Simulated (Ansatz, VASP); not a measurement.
**Li2BrF: VASP beside Ansatz**

```xyz
4
Lattice="3.5525 0.0000 0.0000 0.0000 3.5525 0.0000 0.0000 0.0000 4.8233" Properties=species:S:1:pos:R:3 pbc="T T T"
F     0.0000    0.0000    0.0000
Li    0.0000    0.0000    2.4116
Li    1.7762    1.7762    0.0000
Br    1.7762    1.7762    2.4116
```

Alike in both runs: task single point; functional HSE06; k mesh 6 × 6 × 4; no spin polarisation.

```csv
,VASP,Ansatz
version,VASP 6.6.1,Ansatz 0.2.0
potentials or method,"VASP PAW PBE potentials, release 64 (F, Li_sv, Br)","plane waves, PAW"
plane-wave cutoff (eV),650,420
occupations,"gaussian, width 0.01 eV",fixed
valence electrons in the cell,20,20
```

|  | VASP | Ansatz | Ansatz less VASP |
| --- | --- | --- | --- |
| gap on the k mesh at the Fermi level (eV) | 6.80 | 6.79 | -0.003 |
| pressure (GPa) | -0.2 | 0.2 | +0.32 |

Ansatz's warnings: stress exchange threshold loose, stress scf threshold loose.
